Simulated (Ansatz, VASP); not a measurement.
One calculation of WS2, two programs

INCAR

```
SYSTEM = WS2
  PREC = Accurate
  ENCUT = 520
  EDIFF = 1E-6
  ISMEAR = 0
  SIGMA = 0.05
  LREAL = .FALSE.
  LASPH = .TRUE.
  NELM = 100
  ALGO = Normal
  ISIF = 2
  LWAVE = .FALSE.
  LCHARG = .FALSE.
  GGA = PE
  IVDW = 12
  NBANDS = 35
```

The input KPOINTS:

```
Automatic mesh
0
G
  10 10 3
  0 0 0
```

POSCAR

```
WS2
1.0
   -3.1542061832      0.0000000000      0.0000000000
   -1.5771030916     -2.7316226834      0.0000000000
   -0.7887092561     -0.4553615013     12.1399091344
W S
2 4
Direct
    0.2916583333      0.2916583333      0.2500000000
    0.5416416667      0.5416416667      0.7500000000
    0.2299314203      0.2299314203      0.6202874207
    0.6466147536      0.6466147536      0.1202874207
    0.1866852464      0.1866852464      0.8797125793
    0.6033685797      0.6033685797      0.3797125793
```

Input for Ansatz:

```yaml
crystal:
  lattice:
    - [-3.1542061832, 0.0, 0.0]
    - [-1.5771030916, -2.7316226834, 0.0]
    - [-0.7887092561, -0.4553615013, 12.1399091344]
  atoms:
    - { symbol: W, position: [0.2916583333, 0.2916583333, 0.25] }
    - { symbol: W, position: [0.5416416667, 0.5416416667, 0.75] }
    - { symbol: S, position: [0.2299314203, 0.2299314203, 0.6202874207] }
    - { symbol: S, position: [0.6466147536, 0.6466147536, 0.1202874207] }
    - { symbol: S, position: [0.1866852464, 0.1866852464, 0.8797125793] }
    - { symbol: S, position: [0.6033685797, 0.6033685797, 0.3797125793] }
basis:
  ecutwfc: 420
kpoints:
  mp_grid: { grid: [10, 10, 3] }
hamiltonian:
  xc: pbe
  dispersion: d3bj
scf:
  occupations: { method: gaussian, width: 0.05 }
output:
  forces: true
  stress: true
  eigenvalues: true
```

Alike in both runs: task single point; functional PBE; dispersion D3(BJ); k mesh 10 × 10 × 3; occupations gaussian, width 0.05 eV; no spin polarisation.

|  | VASP | Ansatz |
| --- | --- | --- |
| version | VASP 6.6.1 | Ansatz 0.2.0 |
| potentials or method | VASP PAW PBE potentials, release 64 (W_sv, S), cutoff 520 eV | scalar-relativistic, plane waves, PAW |
| valence electrons in the cell | 52 | 52 |

|  | VASP | Ansatz | Ansatz less VASP |
| --- | --- | --- | --- |
| gap on the k mesh at the Fermi level (eV) | 0.94 | 0.92 | -0.018 |
| least direct gap on the mesh (eV) | 2.15 | 2.13 | -0.014 |
| pressure (GPa) | 0.2 | 0.2 | +0.03 |
| traceless stress, the component that is largest in VASP (GPa) | -0.18 | -0.18 | 0.000 |
| rms of the force components (eV/Å) | 0.029 | 0.029 | +0.0006 |

Atom by atom the forces differ by 0.001 eV/Å (rms over components).

Neither program's run includes spin-orbit coupling.
